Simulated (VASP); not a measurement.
Set up this calculation in VASP 6.6.1, as the native input.

* Task: relaxation of cell and atoms
* Functional: PBE
* Potentials or basis: VASP PAW PBE potentials, release 64 (Ba_sv, Mg, H)
* Cutoff: 600 eV
* k mesh: 8 × 8 × 6
* Occupations: gaussian, width 0.1 eV
* Spin: no spin polarisation
* Dipole correction: no
* Further INCAR settings: ALGO = Normal; EDIFF = 1e-07; IBRION = 2; EDIFFG = -0.01; NSW = 100; ISIF = 3

The structure of BaMg3H3 lies in POSCAR:

```
BaMg3H3
1.0
    4.3880733904      0.0000000000      0.0000000000
    0.0000000000      4.3880733904      0.0000000000
    0.0000000000      0.0000000000      7.0053863688
Ba Mg H
1 3 3
Direct
    0.0000000000      0.0000000000      0.6317297025
    0.5000000000      0.0000000000      0.0721078295
    0.0000000000      0.5000000000      0.0721078295
    0.5000000000      0.5000000000      0.3756403017
    0.5000000000      0.5000000000      0.6508066517
    0.5000000000      0.0000000000      0.3904310175
    0.0000000000      0.5000000000      0.3904310175
```

One way to write it, as run:

INCAR

```
SYSTEM = BaMg3H3
ALGO = Normal
EDIFF = 1E-7
EDIFFG = -0.01
ENCUT = 600
GGA = PE
IBRION = 2
ISIF = 3
ISMEAR = 0
LASPH = .True.
LCHARG = .False.
LREAL = .False.
LWAVE = .False.
NELM = 80
NSW = 100
PREC = Accurate
SIGMA = 0.1
```

KPOINTS

```
k-points
0
Gamma
  8 8 6
  0 0 0
```

Potentials or basis: VASP PAW PBE potentials, release 64 (Ba_sv, Mg, H).

The run is started by

```bash
$ cat potpaw_PBE.64/Ba_sv/POTCAR potpaw_PBE.64/Mg/POTCAR potpaw_PBE.64/H/POTCAR > POTCAR
$ mpirun -np 1 vasp_std > vasp.out
```

Results of the run:

```json
{"Relaxed volume": "19.35 Å³/atom", "Relaxed cell": "a = 4.367 Å, b = 4.367 Å, c = 7.101 Å, α = 90.00°, β = 90.00°, γ = 90.00°", "Space group after relaxing (to 0.05 Å)": "P4mm (No. 99)", "Energy gained by relaxing": "0.9 meV/atom", "Ionic steps": "9", "Pressure after relaxing": "0.0 GPa", "Largest force after relaxing": "0.008 eV/Å"}
```

Run time: 8.6 min on 1 thread of Oxide Virtual Turin-like Processor, with other jobs on the host, peak memory 0.36 GiB.
